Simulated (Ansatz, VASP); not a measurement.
## One calculation of ZrB, two programs

```
Zr B
1.0
     0.00000    2.40618    2.40618
     2.40618    0.00000    2.40618
     2.40618    2.40618    0.00000
Zr B
1 1
Cartesian
  2.4062 2.4062 2.4062
  0.0000 0.0000 0.0000
```

Alike in both runs: task single point; functional PBE; dispersion D4; k mesh 10 × 10 × 10; no spin polarisation.

|  | VASP | Ansatz |
| --- | --- | --- |
| version | VASP 6.6.1 | Ansatz 0.2.0 |
| potentials or method | VASP PAW PBE potentials, release 64 (Zr_sv, B), cutoff 520 eV | plane waves, PAW |
| occupations | methfessel-paxton of order 1, width 0.1 eV | cold, width 0.1 eV |
| valence electrons in the cell | 15 | 15 |

Ansatz gave:

* pressure (GPa): 6.3

Which values does VASP return?

Pressure (GPa): 6.4.
